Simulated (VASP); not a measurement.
Here is a VASP 6.6.1 calculation.

INCAR

```
SYSTEM = SnTe
PREC     = Accurate       ! precision mode
ENCUT    = 520            ! plane-wave cutoff, eV
EDIFF    = 1E-6           ! SCF threshold, eV
ISMEAR   = -5             ! smearing method
SIGMA    = 0.05           ! smearing width, eV
LREAL    = .FALSE.        ! projectors in reciprocal space
LASPH    = .TRUE.         ! aspherical terms in the spheres
NELM     = 150            ! most SCF steps
ALGO     = Normal         ! electronic algorithm
ISIF     = 2              ! what is computed and relaxed
LWAVE    = .FALSE.        ! write WAVECAR
LCHARG   = .FALSE.        ! write CHGCAR
MAGMOM   = 0 0 0 0 0 0    ! initial moments
LORBIT   = 11             ! projections on sites
LSORBIT  = .TRUE.         ! spin-orbit coupling
GGA_COMPAT= .FALSE.      
LORBMOM  = .TRUE.       
GGA      = PE             ! functional
IVDW     = 12             ! dispersion correction
NBANDS   = 32             ! bands
```

Contents of KPOINTS:

```
Automatic mesh
0
G
  5 5 5
  0 0 0
```

The input POSCAR:

```
SnTe
1.0
    0.0000000000      3.5374284581      3.5374284581
    3.5374284581      0.0000000000      3.5374284581
    3.5374284581      3.5374284581      0.0000000000
Te Sn
1 1
Direct
    0.2488810000      0.2490910000      0.2530040000
   -0.0010650000      0.0075970000     -0.0042960000
```

Potentials or basis: VASP PAW PBE potentials, release 64 (Te, Sn_d).

Launch:

```sh
$ cat potpaw_PBE.64/Te/POTCAR potpaw_PBE.64/Sn_d/POTCAR > POTCAR
$ mpirun -np 1 vasp_ncl > vasp.out
```

Q: Predict the largest force.

A: 0.104 eV/Å.

Q: What does it give for the dispersion energy per atom?

A: -0.286 eV.

Q: Predict the net moment.

A: 0.00 μB per cell.

Moments on the atoms (μB; x, y, z):
```
Te  0.00 0.00 0.00
Sn  0.00 0.00 0.00
```
